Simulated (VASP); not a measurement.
A run of VASP 6.6.1 is set up as follows.

File INCAR:

```
ALGO = Fast ; DIPOL = 0.5 0.5 0.500
EDIFF = 1E-7 ; ENCUT = 520
GGA = PS ; IDIPOL = 3
ISIF = 2 ; ISMEAR = 0
ISYM = 0 ; LASPH = True
LCHARG = True ; LDIPOL = True
LELF = True ; LREAL = Auto
LVACPOTAV = True ; LVHAR = True
LWAVE = False ; NBANDS = 85
NELM = 60 ; PREC = Accurate
SIGMA = 0.05
```

KPOINTS

```
k-points
0
Gamma
  8 4 1
```

File POSCAR:

```
Bi2Te3
1.0
    4.3823078122      0.0000000000      0.0000000000
   -2.1911539061     10.1769341333      0.0000000000
    0.0000000000      0.0000000000     25.5431599866
Bi Te
6 9
Direct
    0.1137206327      0.2274412654      0.2936206798
    0.9326359955      0.8652719909      0.4115251437
    0.6368989468      0.2737978936      0.4410477681
    0.4558143096      0.9116286191      0.5589522319
    0.1600772609      0.3201545218      0.5884748563
    0.9789926236      0.9579852473      0.7063793202
    0.8332333164      0.6664666327      0.3216209650
    0.5231783141      0.0463566282      0.3525729117
    0.2131233118      0.4262466236      0.3835248585
    0.3564116305      0.7128232609      0.4690480532
    0.0463566282      0.0927132564      0.5000000000
    0.7363016259      0.4726032518      0.5309519468
    0.8795899445      0.7591798891      0.6164751415
    0.5695349423      0.1390698845      0.6474270883
    0.2594799400      0.5189598800      0.6783790350
```

Potentials or basis: VASP PAW PBE potentials, release 64 (Bi_d, Te).

The run is started by

```sh
$ cat potpaw_PBE.64/Bi_d/POTCAR potpaw_PBE.64/Te/POTCAR > POTCAR
$ mpirun -np 1 vasp_std > vasp.out
```

Estimate the band gap on the k mesh.

zero (bands 72 and 73 overlap by 0.28 eV).

Predict the largest force.

1.480 eV/Å.

Forces on the atoms (eV/Å):
```
Bi   0.008 -0.175  1.469
Bi  -0.010 -0.733 -0.683
Bi  -0.001 -0.286 -0.001
Bi   0.009  0.288 -0.015
Bi  -0.013  0.738  0.683
Bi   0.007  0.168 -1.461
Te   0.003  0.149  0.683
Te   0.001  0.714 -0.750
Te  -0.005  0.137 -0.844
Te   0.001 -0.232  0.196
Te  -0.006 -0.005  0.001
Te   0.000  0.234 -0.194
Te   0.002 -0.135  0.850
Te   0.001 -0.709  0.749
Te   0.003 -0.154 -0.684
```

Caveat: the PAW data sets were made with another functional, which shifts forces and pressure a little; spin-orbit coupling is left out, which moves the levels of the heavy elements.
